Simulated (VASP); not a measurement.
# PF2 (Fd-3m) in VASP: notebook

Runs on PF2. Level: PBE+D3(BJ). Tasks: single point.

All numbers are computed with VASP 6.6.1; they aren't measurements. Logs are shortened: lines on timing, memory, paths and dates and some standing lists are left out, and cuts for length are marked.

### 1 The cell of the first run

The structure is cubic, space group Fd-3m (No. 227). Conventional cell: a = 7.079 Å, b = 7.079 Å, c = 7.079 Å, α = 90.00°, β = 90.00°, γ = 90.00°. P (site symmetry -43m) has 12 F at 2.93 Å and 4 P at 3.07 Å within 3.9 Å. F (site symmetry -3m) has 6 F at 2.50 Å and 6 P at 2.93 Å within 3.3 Å.

The cell was generated, and may not be a known phase.

### 2 Single point, PBE+D3(BJ)

INCAR

```
SYSTEM = PF2
  ALGO = Normal
  EDIFF = 1E-7
  ENCUT = 520
  GGA = PE
  ISIF = 2
  ISMEAR = 0
  IVDW = 12
  LASPH = .True.
  LCHARG = .True.
  LELF = .True.
  LREAL = .False.
  LVHAR = .True.
  LWAVE = .False.
  NBANDS = 28
  NELM = 100
  PREC = Accurate
  SIGMA = 0.1
```

KPOINTS

```
k-points
0
Gamma
  4 4 4
  0 0 0
```

POSCAR

```
PF2
1.0
    0.0000000000      3.5393109500      3.5393109500
    3.5393109500      0.0000000000      3.5393109500
    3.5393109500      3.5393109500      0.0000000000
P F
2 4
Direct
    0.0000000000      0.0000000000      0.0000000000
    0.2500000000      0.2500000000      0.2500000000
    0.6250000000      0.6250000000      0.6250000000
    0.1250000000      0.6250000000      0.6250000000
    0.6250000000      0.6250000000      0.1250000000
    0.6250000000      0.1250000000      0.6250000000
```

Potentials or basis: VASP PAW PBE potentials, release 64 (P, F).

Started as:

```console
$ cat potpaw_PBE.64/P/POTCAR potpaw_PBE.64/F/POTCAR > POTCAR
$ mpirun -np 1 vasp_std > vasp.out
```

OUTCAR:

```text
SYSTEM = PF2
   EDIFF = 1E-7
   ENCUT = 520
   GGA = PE
   ISIF = 2
   ISMEAR = 0
   IVDW = 12
   LASPH = .True.
   LREAL = .False.
   NELM = 100
   PREC = Accurate
 IVDW          = 12

 ion  position               nearest neighbor table
   1  0.000  0.000  0.000-
   2  0.250  0.250  0.250-
   3  0.625  0.625  0.625-
   4  0.125  0.625  0.625-
   5  0.625  0.625  0.125-
   6  0.625  0.125  0.625-

  LATTYP: Found a face centered cubic cell.
 ALAT       =     7.0786219000

  Lattice vectors:

 A1 = (   0.0000000000,   3.5393109500,   3.5393109500)
 A2 = (   3.5393109500,   0.0000000000,   3.5393109500)
 A3 = (   3.5393109500,   3.5393109500,   0.0000000000)

Analysis of symmetry for initial positions (statically):
=====================================================================
 Subroutine PRICEL returns:
 Original cell was already a primitive cell.

 Routine SETGRP: Setting up the symmetry group for a
 face centered cubic supercell.

 Subroutine GETGRP returns: Found 48 space group operations
 (whereof 24 operations were pure point group operations)
 out of a pool of 48 trial point group operations.

The static configuration has the point symmetry T_d .
 The point group associated with its full space group is O_h .

Analysis of symmetry for dynamics (positions and initial velocities):
=====================================================================
 Subroutine PRICEL returns:
 Original cell was already a primitive cell.

 Routine SETGRP: Setting up the symmetry group for a
 face centered cubic supercell.

 Subroutine GETGRP returns: Found 48 space group operations
 (whereof 24 operations were pure point group operations)
 out of a pool of 48 trial point group operations.

The dynamic configuration has the point symmetry T_d .
 The point group associated with its full space group is O_h .

 Subroutine INISYM returns: Found 48 space group operations
 (whereof 24 operations are pure point group operations),
 and found     1 'primitive' translations

----------------------------------------------------------------------------------------

                                     Primitive cell

  volume of cell :      88.6719

  direct lattice vectors                    reciprocal lattice vectors
     0.000000000  3.539310950  3.539310950    -0.141270436  0.141270436  0.141270436
     3.539310950  0.000000000  3.539310950     0.141270436 -0.141270436  0.141270436
     3.539310950  3.539310950  0.000000000     0.141270436  0.141270436 -0.141270436

  length of vectors
     5.005341547  5.005341547  5.005341547     0.244687572  0.244687572  0.244687572

  position of ions in fractional coordinates (direct lattice)
     0.000000000  0.000000000  0.000000000
     0.250000000  0.250000000  0.250000000
     0.625000000  0.625000000  0.625000000
     0.125000000  0.625000000  0.625000000
     0.625000000  0.625000000  0.125000000
     0.625000000  0.125000000  0.625000000

  ion indices of the primitive-cell ions
   primitive index   ion index
                 1           1
                 2           2
                 3           3
                 4           4
                 5           5
                 6           6

----------------------------------------------------------------------------------------

 KPOINTS: k-points

Automatic generation of k-mesh.
 Grid dimensions read from file:
 generate k-points for:    4    4    4

 Generating k-lattice:

  Cartesian coordinates                     Fractional coordinates (reciprocal lattice)
    -0.035317609  0.035317609  0.035317609     0.250000000  0.000000000  0.000000000
     0.035317609 -0.035317609  0.035317609     0.000000000  0.250000000  0.000000000
     0.035317609  0.035317609 -0.035317609     0.000000000  0.000000000  0.250000000

  Length of vectors
     0.061171893  0.061171893  0.061171893

  Shift w.r.t. Gamma in fractional coordinates (k-lattice)
     0.000000000  0.000000000  0.000000000

 Subroutine IBZKPT returns following result:
 ===========================================

 Found      8 irreducible k-points:

 Following reciprocal coordinates:
            Coordinates               Weight
  0.000000  0.000000  0.000000      1.000000
  0.250000  0.000000  0.000000      8.000000
  0.500000  0.000000  0.000000      4.000000
  0.250000  0.250000  0.000000      6.000000
  0.500000  0.250000  0.000000     24.000000
 -0.250000  0.250000  0.000000     12.000000
  0.500000  0.500000  0.000000      3.000000
 -0.250000  0.500000  0.250000      6.000000
   k-points           NKPTS =      8   k-points in BZ     NKDIM =      8   number of bands    NBANDS=     28
   number of dos      NEDOS =    301   number of ions     NIONS =      6
   total plane-waves  NPLWV =  64000
   dimension x,y,z NGX =    40 NGY =   40 NGZ =   40
   dimension x,y,z NGXF=    80 NGYF=   80 NGZF=   80
   ions per type =               2   4
   NGX,Y,Z   is equivalent  to a cutoff of  13.29, 13.29, 13.29 a.u.
   NGXF,Y,Z  is equivalent  to a cutoff of  26.57, 26.57, 26.57 a.u.
 SYSTEM =  PF2
   PREC   = accura    normal or accurate (medium, high low for compatibility)
   ISTART =      0    job   : 0-new  1-cont  2-samecut
   ICHARG =      2    charge: 1-file 2-atom 10-const
   ISPIN  =      1    spin polarized calculation?
   LNONCOLLINEAR =      F non collinear calculations
   LSORBIT =      F    spin-orbit coupling
   LASPH  =      T    aspherical Exc in radial PAW
   ENCUT  =  520.0 eV  38.22 Ry    6.18 a.u.   9.31  9.31  9.31*2*pi/ulx,y,z
   NELM   =    100;   NELMIN=  2; NELMDL= -5     # of ELM steps
   EDIFF  = 0.1E-06   stopping-criterion for ELM
   LREAL  =      F    real-space projection
   EDIFFG = 0.1E-05   stopping-criterion for IOM
   NSW    =      0    number of steps for IOM
   IBRION =     -1    ionic relax: 0-MD 1-quasi-New 2-CG
   NFREE  =      0    steps in history (QN), initial steepest desc. (CG)
   ISIF   =      2    stress and relaxation
   ISYM   =      2    0-nonsym 1-usesym 2-fastsym
   POTIM  = 0.5000    time-step for ionic-motion
   TEBEG  =    0.0;   TEEND  =   0.0 temperature during run
   PSTRESS=    0.0 pullay stress
   NELECT =      38.0000    total number of electrons
   NUPDOWN=      -1.0000    fix difference up-down
   EMIN   =  10.00;   EMAX   =-10.00  energy-range for DOS
   EFERMI =   0.00;   METHOD = LEGACY
   ISMEAR =     0;   SIGMA  =   0.10  broadening in eV -4-tet -1-fermi 0-gaus
   EFERMI_NEDOS =   21; number of points for ismear=-14 and -15
   IALGO  =     38    algorithm
   IMIX   =      4    mixing-type and parameters
     AMIX     =   0.40;   BMIX     =  1.00
     AMIX_MAG =   1.60;   BMIX_MAG =  1.00
  volume/ion in A,a.u.               =      14.78        99.73
  Fermi-wavevector in a.u.,A,eV,Ry     =   1.234262  2.332417 20.727147  1.523402
  Thomas-Fermi vector in A             =   2.368959
   LORBIT       =      0    0 simple, 1 ext, 2 COOP (PROOUT), +10 PAW based schemes
   GGA     = PE    functional components
   LHFCALC =     F    Hartree Fock is set to
   AEXX    =    0.0000 exact exchange contribution
   IVDW    =    12    specifies the selected vdW correction
   LEPSILON=     F    determine dielectric tensor
   LRPA    =     F    only Hartree local field effects (RPA)
 non-spin polarized calculation
 Gauss-broadening in eV      SIGMA  =   0.10
  energy-cutoff  :      520.00
  volume of cell :       88.67
 maximum number of plane-waves:      2421
 NGX is ok and might be reduce to    40
   NGX = 19   NGY = 19   NGZ = 19

 number of electron      38.0000014 magnetization

 Free energy of the ion-electron system (eV)
  ---------------------------------------------------
  ext. energy  EPLUGINS =         0.00000000
  ---------------------------------------------------
  free energy    TOTEN  =       -15.64940102 eV

  energy without entropy =      -15.58521116  energy(sigma->0) =      -15.61730609

 E-fermi :   0.4733     XC(G=0):  -9.6872

 val. band max:        0.4671909427   @ k =   0.2500   0.2500   0.0000
 cond. band min:       0.4896721651   @ k =   0.2500   0.0000   0.0000
 fundamental gap:      0.0224812223
 Fermi energy:         0.4733025464

 k-point     1 :       0.0000    0.0000    0.0000
  band No.  band energies     occupation
      1     -20.4013      2.00000
      2     -19.3997      2.00000
      3     -19.3997      2.00000
      4     -19.3997      2.00000
      5      -9.5878      2.00000
      6      -6.9197      2.00000
[... 20 lines left out ...]
     27      11.9402      0.00000
     28      11.9402      0.00000

 k-point     2 :       0.2500    0.0000    0.0000
  band No.  band energies     occupation
      1     -20.2971      2.00000
      2     -19.5145      2.00000
      3     -19.4019      2.00000
      4     -19.4019      2.00000
      5      -9.4961      2.00000
      6      -7.3479      2.00000
[... 20 lines left out ...]
     27      11.9090      0.00000
     28      12.4543      0.00000

 k-point     3 :       0.5000    0.0000    0.0000
  band No.  band energies     occupation
      1     -20.1468      2.00000
      2     -19.6756      2.00000
      3     -19.4040      2.00000
      4     -19.4040      2.00000
      5      -9.3415      2.00000
      6      -7.8340      2.00000
[... 20 lines left out ...]
     27      10.9138      0.00000
     28      11.5351      0.00000

 k-point     4 :       0.2500    0.2500    0.0000
  band No.  band energies     occupation
      1     -20.2574      2.00000
      2     -19.5518      2.00000
      3     -19.4056      2.00000
      4     -19.4056      2.00000
      5      -9.4350      2.00000
      6      -7.5495      2.00000
[... 20 lines left out ...]
     27      11.8888      0.00000
     28      11.8888      0.00000

 k-point     5 :       0.5000    0.2500    0.0000
  band No.  band energies     occupation
      1     -20.0795      2.00000
      2     -19.7359      2.00000
      3     -19.4119      2.00000
      4     -19.4078      2.00000
      5      -9.1715      2.00000
      6      -8.1810      2.00000
[... 20 lines left out ...]
     27      11.1058      0.00000
     28      11.8018      0.00000

 k-point     6 :      -0.2500    0.2500    0.0000
  band No.  band energies     occupation
      1     -20.1522      2.00000
      2     -19.6619      2.00000
      3     -19.4119      2.00000
      4     -19.4040      2.00000
      5      -9.3018      2.00000
      6      -7.9210      2.00000
[... 20 lines left out ...]
     27      11.1644      0.00000
     28      12.0839      0.00000

 k-point     7 :       0.5000    0.5000    0.0000
  band No.  band energies     occupation
      1     -19.9081      2.00000
      2     -19.9081      2.00000
      3     -19.4117      2.00000
      4     -19.4117      2.00000
      5      -8.7434      2.00000
      6      -8.7434      2.00000
[... 20 lines left out ...]
     27      11.0335      0.00000
     28      11.0335      0.00000

 k-point     8 :      -0.2500    0.5000    0.2500
  band No.  band energies     occupation
      1     -19.9067      2.00000
      2     -19.9067      2.00000
      3     -19.4125      2.00000
      4     -19.4125      2.00000
      5      -8.7472      2.00000
      6      -8.7472      2.00000
[... 20 lines left out ...]
     27      11.8541      0.00000
     28      11.8541      0.00000

------------------------ aborting loop because EDIFF is reached ----------------------------------------

 Edisp (eV)   -0.84400

 E8    (eV) :    -0.2669

  FORCE on cell =-STRESS in cart. coord.  units (eV):
  Direction    XX          YY          ZZ          XY          YZ          ZX
  --------------------------------------------------------------------------------------
  -------------------------------------------------------------------------------------
  Total      -8.68559    -8.68559    -8.68559    -0.00000     0.00000     0.00000
  in kB    -156.93640  -156.93640  -156.93640    -0.00000     0.00000     0.00000
  external pressure =     -156.94 kB  Pullay stress =        0.00 kB

 VOLUME and BASIS-vectors are now :
 -----------------------------------------------------------------------------
  energy-cutoff  :      520.00
  volume of cell :       88.67
      direct lattice vectors                 reciprocal lattice vectors
     0.000000000  3.539310950  3.539310950    -0.141270436  0.141270436  0.141270436
     3.539310950  0.000000000  3.539310950     0.141270436 -0.141270436  0.141270436
     3.539310950  3.539310950  0.000000000     0.141270436  0.141270436 -0.141270436

 POSITION                                       TOTAL-FORCE (eV/Angst)
 -----------------------------------------------------------------------------------
      0.00000      0.00000      0.00000        -0.000000     -0.000000     -0.000000
      1.76966      1.76966      1.76966        -0.000000      0.000000     -0.000000
      4.42414      4.42414      4.42414         0.000000     -0.000000      0.000000
      4.42414      2.65448      2.65448         0.000000     -0.000000      0.000000
      2.65448      2.65448      4.42414         0.000000     -0.000000      0.000000
      2.65448      4.42414      2.65448         0.000000     -0.000000      0.000000
 -----------------------------------------------------------------------------------
    total drift:                                0.000000      0.000000      0.000000

  FREE ENERGIE OF THE ION-ELECTRON SYSTEM (eV)
  ---------------------------------------------------
  free  energy   TOTEN  =       -16.4933991498 eV

  energy  without entropy=      -16.4292092895  energy(sigma->0) =      -16.46130422
```

Run time: 23 s. Hardware: 1 thread of Intel Xeon 6975P-C (Granite Rapids), shared host; peak memory 0.23 GiB.

Results:

| Quantity | Value |
| --- | --- |
| Free energy | -16.4934 eV |
| Pressure | -15.7 GPa |
| Band gap on the k mesh | zero (bands 19 and 20 overlap by 0.28 eV) |
| Dispersion energy per atom | -0.141 eV |

Caveat: the k points lie up to 0.38 Å⁻¹ apart.

[end of part 1 of 2]

The gap in the log of VASP goes by the Fermi energy; the results here count the filled bands.